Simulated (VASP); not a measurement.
# Au (I4/mmm) in VASP: a series of runs, part 2 of 2

VASP 6.6.1.

## (5) Single point, PBE (uniaxial strain along a: +6.0 %, then relaxed in part)

INCAR

```
PREC = Accurate
ENCUT = 520
EDIFF = 1E-7
ISMEAR = 0
SIGMA = 0.1
LREAL = False
LASPH = True
NELM = 60
ALGO = Fast
ISIF = 2
LWAVE = False
LCHARG = False
GGA = PE
NBANDS = 18
```

KPOINTS

```
Automatic mesh
0
Gamma
  16 16 16
```

POSCAR

```
Au
1.0
    3.4993875806      0.0000000000      0.0000000000
    0.0000000000      3.2053860056      0.0000000000
    0.0000000000      0.0000000000      3.2053860056
Au
2
Direct
    0.0000000000      0.0000000000      0.0000000000
    0.5000000000      0.5000000000      0.5000000000
```

Potentials or basis: VASP PAW PBE potentials, release 64 (Au).

Command:

```
$ cat potpaw_PBE.64/Au/POTCAR > POTCAR
$ mpirun -np 1 vasp_std > vasp.out
```

OUTCAR:

```text
PREC = Accurate
   ENCUT = 520
   EDIFF = 1E-7
   ISMEAR = 0
   LREAL = False
   LASPH = True
   NELM = 60
   ISIF = 2
   GGA = PE

 ion  position               nearest neighbor table
   1  0.000  0.000  0.000-   2 2.86   2 2.86   2 2.86   2 2.86   2 2.86   2 2.86   2 2.86   2 2.86

   2  0.500  0.500  0.500-   1 2.86   1 2.86   1 2.86   1 2.86   1 2.86   1 2.86   1 2.86   1 2.86

  LATTYP: Found a simple tetragonal cell.
 ALAT       =     3.2053860056
 C/A-ratio  =     1.0917211139

  Lattice vectors:

 A1 = (   0.0000000000,   3.2053860056,   0.0000000000)
 A2 = (   0.0000000000,   0.0000000000,   3.2053860056)
 A3 = (   3.4993875806,   0.0000000000,   0.0000000000)

Analysis of symmetry for initial positions (statically):
=====================================================================
 Subroutine PRICEL returns following result:

  LATTYP: Found a body centered tetragonal cell.
 ALAT       =     3.2053860056
 C/A-ratio  =     1.0917211139

  Lattice vectors:

[... 175 lines left out ...]

 number of electron      22.0000007 magnetization

 Free energy of the ion-electron system (eV)
  ---------------------------------------------------
  ext. energy  EPLUGINS =         0.00000000
  ---------------------------------------------------
  free energy    TOTEN  =        -6.40757518 eV

  energy without entropy =       -6.40491346  energy(sigma->0) =       -6.40624432

 E-fermi :   8.6179     XC(G=0): -12.3998

 val. band max:        8.6080405314   @ k =   0.2500   0.4375   0.0625
 cond. band min:       8.6194998904   @ k =   0.0000   0.4375   0.2500
 fundamental gap:      0.0114593590
 Fermi energy:         8.6179248507

 k-point     1 :       0.0000    0.0000    0.0000
  band No.  band energies     occupation
      1      -0.6861      2.00000
      2       2.2118      2.00000
      3       2.2677      2.00000
      4       3.9054      2.00000
      5       3.9054      2.00000
      6       4.3936      2.00000
[... 481 lines left out ...]
      5       4.0887      2.00000
      6       4.9398      2.00000
[... 10 lines left out ...]
     17      23.9404      0.00000
     18      25.5551      0.00000

 [... further k-points ...]
[... 5 lines left out ...]
  --------------------------------------------------------------------------------------
  -------------------------------------------------------------------------------------
  Total        0.1731641     -0.0513563     -0.0513563     -0.0000000      0.0000000     -0.0000000
  in kB        7.7164188     -2.2885046     -2.2885046     -0.0000000      0.0000000     -0.0000000
  external PRESSURE =       1.0464699 kB  Pullay stress =       0.0000000 kB

 VOLUME and BASIS-vectors are now :
 -----------------------------------------------------------------------------
  energy-cutoff  :      520.00
  volume of cell :       35.95
      direct lattice vectors                 reciprocal lattice vectors
     3.499387581  0.000000000  0.000000000     0.285764288  0.000000000  0.000000000
     0.000000000  3.205386006  0.000000000     0.000000000  0.311974907  0.000000000
     0.000000000  0.000000000  3.205386006     0.000000000  0.000000000  0.311974907

 POSITION                                       TOTAL-FORCE (eV/Angst)
 -----------------------------------------------------------------------------------
      0.00000      0.00000      0.00000         0.000000     -0.000000     -0.000000
      1.74969      1.60269      1.60269         0.000000      0.000000      0.000000
 -----------------------------------------------------------------------------------
    total drift:                               -0.000000      0.000000      0.000000

  FREE ENERGIE OF THE ION-ELECTRON SYSTEM (eV)
  ---------------------------------------------------
  free  energy   TOTEN  =        -6.4075751819 eV

  energy  without entropy=       -6.4049134642  energy(sigma->0) =       -6.40624432
```

OSZICAR:

```text
N       E                     dE             d eps       ncg     rms          rms(c)
DAV:   1     0.123763169490E+03    0.12376E+03   -0.11495E+04 14964   0.116E+03
DAV:   2    -0.480342593269E+01   -0.12857E+03   -0.12223E+03 15452   0.257E+02
DAV:   3    -0.693996238640E+01   -0.21365E+01   -0.21256E+01 16642   0.336E+01
DAV:   4    -0.694967716910E+01   -0.97148E-02   -0.97138E-02 15852   0.244E+00
DAV:   5    -0.694976762974E+01   -0.90461E-04   -0.90461E-04 16106   0.248E-01    0.110E+01
RMM:   6    -0.644127441125E+01    0.50849E+00   -0.92461E-01 14598   0.717E+00    0.717E+00
RMM:   7    -0.641123844956E+01    0.30036E-01   -0.10580E-01 14899   0.261E+00    0.357E+00
RMM:   8    -0.640770390981E+01    0.35345E-02   -0.10008E-02 15004   0.745E-01    0.501E-01
RMM:   9    -0.640756299113E+01    0.14092E-03   -0.11256E-03 15500   0.256E-01    0.149E-01
RMM:  10    -0.640757541792E+01   -0.12427E-04   -0.14731E-04 15609   0.818E-02    0.102E-01
RMM:  11    -0.640757519556E+01    0.22236E-06   -0.29810E-05 15540   0.357E-02    0.161E-02
RMM:  12    -0.640757538742E+01   -0.19185E-06   -0.31771E-06 15183   0.114E-02    0.168E-02
RMM:  13    -0.640757519039E+01    0.19703E-06   -0.79587E-07 13877   0.573E-03    0.112E-02
RMM:  14    -0.640757518194E+01    0.84483E-08   -0.34057E-07 12643   0.456E-03
   1 F= -.64075752E+01 E0= -.64062443E+01  d E =-.266172E-02
```

stdout:

```text
POSCAR found type information on POSCAR Au
 POSCAR found :  1 types and       2 ions
 scaLAPACK will be used
 LDA part: xc-table for (Slater+PW92), standard interpolation
 POSCAR, INCAR and KPOINTS ok, starting setup
 FFT: planning ... GRIDC
 FFT: planning ... GRID_SOFT
 FFT: planning ... GRID
 WAVECAR not read
 entering main loop
```

Wall time 89 s (1 thread of Intel Xeon Platinum 8488C (Sapphire Rapids), shared host); peak memory 0.32 GiB.

What came out:

| Property | Result |
| --- | --- |
| Free energy | -6.4076 eV |
| Pressure | 0.1 GPa |
| Band gap on the k mesh | zero (band 11 reaches 11.79 eV, above the bottom of band 12 at 6.11 eV) |

Levels at points of the mesh, in eV from the Fermi level:
| k point | band 8 | band 9 | band 10 | band 11 | band 12 | band 13 | band 14 | band 15 |
| --- | --- | --- | --- | --- | --- | --- | --- | --- |
| (0.00, 0.00, 0.00) | -2.60 | -1.87 | -1.70 | -1.70 | 4.70 | 7.10 | 7.10 | 8.76 |
| (0.50, 0.00, 0.00) | -3.82 | -3.14 | -3.14 | -2.51 | -2.51 | 13.19 | 13.19 | 13.51 |
| (0.00, 0.50, 0.00) | -3.89 | -3.32 | -3.32 | -1.55 | -1.55 | 11.61 | 11.61 | 12.27 |
| (0.50, 0.50, 0.00) | -2.55 | -1.49 | -1.49 | -0.55 | -0.55 | 3.06 | 3.06 | 12.79 |
| (0.00, 0.50, 0.50) | -2.44 | -1.36 | -1.36 | -0.06 | -0.06 | 3.74 | 3.74 | 11.57 |
| (0.50, 0.50, 0.50) | -2.78 | -2.42 | -2.42 | 2.86 | 2.86 | 6.73 | 6.73 | 6.73 |

Caveat: the cell differs from its parent crystal (uniaxial strain along a: +6.0 %, then relaxed in part); spin-orbit coupling is left out, which moves the levels of the heavy elements.

## (6) Single point, PBE (uniaxial strain along a: -4.0 %, then relaxed in part)

INCAR

```
SYSTEM = Au
  ALGO = Fast
  EDIFF = 1E-6
  ENCUT = 520
  GGA = PE
  ISIF = 2
  ISMEAR = 0
  LASPH = .TRUE.
  LCHARG = .TRUE.
  LELF = .TRUE.
  LREAL = .FALSE.
  LVHAR = .TRUE.
  LWAVE = .FALSE.
  NBANDS = 18
  NELM = 100
  PREC = Accurate
  SIGMA = 0.1
```

KPOINTS

```
k-points
0
G
  16 16 16
  0 0 0
```

POSCAR

```
Au
1.0
    3.1692566768      0.0000000000      0.0000000000
    0.0000000000      3.3750667345      0.0000000000
    0.0000000000      0.0000000000      3.3750667345
Au
2
Direct
    0.0000000000      0.0000000000      0.0000000000
    0.5000000000      0.5000000000      0.5000000000
```

Potentials or basis: VASP PAW PBE potentials, release 64 (Au).

Command:

```
$ cat potpaw_PBE.64/Au/POTCAR > POTCAR
$ mpirun -np 1 vasp_std > vasp.out
```

Wall time 97 s (1 thread of Intel Xeon Platinum 8488C (Sapphire Rapids), shared host); peak memory 0.32 GiB.

Results (log left out):

```
Free energy            : -6.4064 eV
Pressure               : -0.3 GPa
Band gap on the k mesh : zero (band 11 reaches 11.54 eV, above the bottom of band 12 at 6.43 eV)
```

Stress tensor (GPa, compression positive):
```
-0.68  0.00  0.00
 0.00 -0.15  0.00
 0.00  0.00 -0.15
```

Levels at points of the mesh, in eV from the Fermi level:
| k point | band 7 | band 8 | band 9 | band 10 | band 11 | band 12 | band 13 | band 14 | band 15 | band 16 |
| --- | --- | --- | --- | --- | --- | --- | --- | --- | --- | --- |
| (0.00, 0.00, 0.00) | -3.10 | -2.64 | -1.83 | -1.83 | -1.70 | 5.64 | 5.64 | 7.45 | 8.88 | 14.75 |
| (0.50, 0.00, 0.00) | -4.15 | -4.15 | -3.39 | -3.39 | -1.42 | -1.42 | 11.73 | 11.73 | 13.21 | 13.21 |
| (0.00, 0.50, 0.00) | -3.79 | -3.79 | -3.24 | -3.24 | -2.15 | -2.15 | 12.38 | 12.38 | 12.56 | 12.56 |
| (0.50, 0.50, 0.00) | -2.45 | -2.45 | -1.44 | -1.44 | -0.29 | -0.29 | 3.40 | 3.40 | 12.03 | 12.03 |
| (0.00, 0.50, 0.50) | -2.79 | -2.79 | -1.50 | -1.50 | -0.64 | -0.64 | 2.89 | 2.89 | 12.94 | 12.94 |
| (0.50, 0.50, 0.50) | -2.73 | -2.73 | -2.51 | -2.51 | 2.76 | 2.76 | 6.58 | 6.58 | 7.14 | 7.14 |

Caveat: the cell differs from its parent crystal (uniaxial strain along a: -4.0 %, then relaxed in part); spin-orbit coupling is left out, which moves the levels of the heavy elements.

## (7) Overview

```tsv
cell	k mesh	gap on the mesh (eV)	pressure (GPa)
a = 3.351, b = 3.351, c = 3.103 Å, 2 atoms	12 × 12 × 12	none	4.9
a = 3.413, b = 3.413, c = 3.103 Å, 2 atoms	12 × 12 × 12	none	-0.6
a = 3.103, b = 3.351, c = 3.351 Å, 2 atoms	16 × 16 × 16	none	5.1
a = 3.499, b = 3.205, c = 3.205 Å, 2 atoms	16 × 16 × 16	none	0.1
a = 3.169, b = 3.375, c = 3.375 Å, 2 atoms	16 × 16 × 16	none	-0.3
```

Alike in all rows: task single point; level PBE; potentials or basis VASP PAW PBE potentials, release 64 (Au); no spin polarisation; cutoff (eV) 520; smearing gaussian 0.1 eV.

Caveats: spin-orbit coupling is left out, which moves the levels of the heavy elements.

Total energies depend on the potentials used, so only differences within one code and one set of settings carry meaning.
